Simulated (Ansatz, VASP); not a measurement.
## One calculation of Tl, two programs

```
Tl
1.0
     3.17952    0.00000    0.00000
    -1.58976    2.75354    0.00000
     0.00000    0.00000    5.08300
Tl
2
Direct
  0.33333 0.66667 0.25000
  0.66667 0.33333 0.75000
```

Change from the starting cell: strain -0.080 along x and y, -0.080 along z, atoms carried along.

Alike in both runs: task single point; functional PBEsol; k mesh 18 × 18 × 10; occupations gaussian, width 0.15 eV; no spin polarisation.

|  | VASP | Ansatz |
| --- | --- | --- |
| version | VASP 6.6.1 | Ansatz 0.2.0 |
| potentials or method | VASP PAW PBE potentials, release 64 (Tl_d), cutoff 520 eV | scalar-relativistic, plane waves, PAW |
| valence electrons in the cell | 26 | 26 |

```tsv
	VASP	Ansatz	Ansatz less VASP
gap on the k mesh at the Fermi level (eV)	none	none	-
pressure (GPa)	18.0	18.1	+0.08
traceless stress, the component that is largest in VASP (GPa)	0.99	0.99	+0.003
```

VASP's potentials were made for PBE, not for PBEsol. A gap of «none» marks a metal or a gap that the smearing closes.

Neither program's run includes spin-orbit coupling.
